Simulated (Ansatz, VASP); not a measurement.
## Two plane-wave programs on LiF

INCAR

```
SYSTEM = LiF
PREC     = Accurate       ! precision mode
ENCUT    = 520            ! plane-wave cutoff, eV
EDIFF    = 1E-6           ! SCF threshold, eV
ISMEAR   = -1             ! smearing method
SIGMA    = 0.02           ! smearing width, eV
LREAL    = .FALSE.        ! projectors in reciprocal space
LASPH    = .TRUE.         ! aspherical terms in the spheres
NELM     = 80             ! most SCF steps
ALGO     = Normal         ! electronic algorithm
ISIF     = 2              ! what is computed and relaxed
LWAVE    = .FALSE.        ! write WAVECAR
LCHARG   = .TRUE.         ! write CHGCAR
GGA      = PE             ! functional
LELF     = .TRUE.         ! ELF
LVHAR    = .TRUE.       
NBANDS   = 18             ! bands
```

The input KPOINTS:

```
regular mesh
0
G
  12 12 6
  0 0 0
```

The input POSCAR:

```
LiF
1.0
    3.2800799273      0.0000000000      0.0000000000
   -1.6400399637      2.8406325435      0.0000000000
    0.0000000000      0.0000000000      3.9995957589
Li F
2 2
Direct
    0.3333333333      0.6666666667      0.2500000000
    0.6666666667      0.3333333333      0.7500000000
    0.6666666667      0.3333333333      0.2500000000
    0.3333333333      0.6666666667      0.7500000000
```

Input for Ansatz:

```yaml
crystal:
  lattice:
    - [3.2800799273, 0.0, 0.0]
    - [-1.6400399637, 2.8406325435, 0.0]
    - [0.0, 0.0, 3.9995957589]
  atoms:
    - { symbol: Li, position: [0.3333333333, 0.6666666667, 0.25] }
    - { symbol: Li, position: [0.6666666667, 0.3333333333, 0.75] }
    - { symbol: F, position: [0.6666666667, 0.3333333333, 0.25] }
    - { symbol: F, position: [0.3333333333, 0.6666666667, 0.75] }
kpoints:
  mp_grid: { grid: [12, 12, 6] }
  band_path:
    path:
      - [[0.0, 0.0, 0.0], [0.5, 0.0, 0.0], [0.333333333333, 0.333333333333, 0.0], [0.0, 0.0, 0.0], [0.0, 0.0, 0.5], [0.5, 0.0, 0.5], [0.333333333333, 0.333333333333, 0.5], [0.0, 0.0, 0.5]]
      - [[0.5, 0.0, 0.5], [0.5, 0.0, 0.0]]
      - [[0.333333333333, 0.333333333333, 0.5], [0.333333333333, 0.333333333333, 0.0]]
    npoints: 10
hamiltonian:
  xc: pbe
scf:
  occupations: { method: fermi_dirac, width: 0.02 }
  n_extra_bands: 5
output:
  forces: true
  stress: true
  eigenvalues: true
```

Alike in both runs: task single point; functional PBE; k mesh 12 × 12 × 6; occupations fermi-dirac, width 0.02 eV; no spin polarisation.

|  | VASP | Ansatz |
| --- | --- | --- |
| version | VASP 6.6.1 | Ansatz 0.2.0 |
| potentials or method | VASP PAW PBE potentials, release 64 (Li_sv, F) | plane waves, PAW |
| plane-wave cutoff (eV) | 520 | 420 |
| valence electrons in the cell | 20 | 20 |

|  | VASP | Ansatz | Ansatz less VASP |
| --- | --- | --- | --- |
| gap on the k mesh at the Fermi level (eV) | 7.82 | 7.82 | +0.008 |

Noted on VASP's run: the cutoff is short for stress, so the pressure is rough.
